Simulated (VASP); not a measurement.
Runs of VASP 6.6.1 on CuO. The structure is that of space group C2/c (No. 15), or close to it. The cells are those of the table. 

| task | level | potentials or basis | U | cell | k mesh | cutoff (eV) | gap on the mesh (eV) | pressure (GPa) | largest force (eV/Å) |
| --- | --- | --- | --- | --- | --- | --- | --- | --- | --- |
| single point | BLYP | VASP PAW PBE potentials, release 64 (Cu, O) | - | a = 2.923, b = 2.923, c = 5.166 Å, angles 97.8, 97.8, 72.3°, 4 atoms | 10 × 10 × 5 | 520 | none | 9.4 | 0.76 |
| single point | PBE | VASP PAW PBE potentials, release 64 (Cu, O) | - | a = 2.904, b = 2.904, c = 5.132 Å, angles 97.8, 97.8, 72.3°, 4 atoms | 4 × 4 × 3 | 520 | none | 6.4 | 0.78 |
| single point | PBE | VASP PAW PBE potentials, release 64 (Cu, O) | - | a = 2.904, b = 2.904, c = 5.132 Å, angles 97.8, 97.8, 72.3°, 4 atoms | 6 × 6 × 3 | 520 | none | 6.4 | 0.77 |
| single point | PBE | VASP PAW PBE potentials, release 64 (Cu, O) | - | a = 2.845, b = 2.845, c = 5.027 Å, angles 97.8, 97.8, 72.3°, 4 atoms | 10 × 10 × 5 | 520 | none | 19.9 | 0.99 |
| single point | BLYP | VASP PAW PBE potentials, release 64 (Cu, O) | - | a = 2.865, b = 2.865, c = 5.063 Å, angles 97.8, 97.8, 72.3°, 4 atoms | 10 × 10 × 5 | 520 | none | (b) | 0.96 |
| single point | LDA | VASP PAW LDA potentials, release 64 (Cu, O) | - | a = 2.923, b = 2.923, c = 5.166 Å, angles 97.8, 97.8, 72.3°, 4 atoms | 10 × 10 × 5 | 520 | none | -11.9 | 0.78 |
| relaxation of cell and atoms | PBEsol+U | VASP PAW PBE potentials, release 64 (Cu, O) | Cu d U = 4.5 eV | relaxed from a = 2.904, b = 2.904, c = 5.132 Å, angles 97.8, 97.8, 72.3°, 4 atoms | 10 × 10 × 5 | 600 | none | 0.0 | 0.01 |
| single point | r2SCAN | VASP PAW PBE potentials, release 64 (Cu, O) | - | a = 2.884, b = 2.884, c = 5.098 Å, angles 97.8, 97.8, 72.3°, 4 atoms | 10 × 10 × 5 | 520 | none | (a) | 0.83 |

Alike in all rows: no spin polarisation; smearing fermi-dirac 0.05 eV.

Estimate the missing entries.

(a) 3.6; (b) 22.4.

Caveats: some runs use coarse meshes; semilocal functionals often make such compounds metallic where correlation or magnetic order opens a gap, which also shifts bond lengths (at least some runs); the cell stands under pressure (at least some runs); the PAW data sets were made with another functional, which shifts forces and pressure a little (at least some runs); semilocal functionals underestimate gaps, and a narrow one can read as zero (at least some runs); the stress differs along the axes, from -15 to -8 GPa (at least some runs); U without spin polarisation on a metal has little footing (at least some runs).

A gap of «none» marks levels without a gap at the run's occupations.
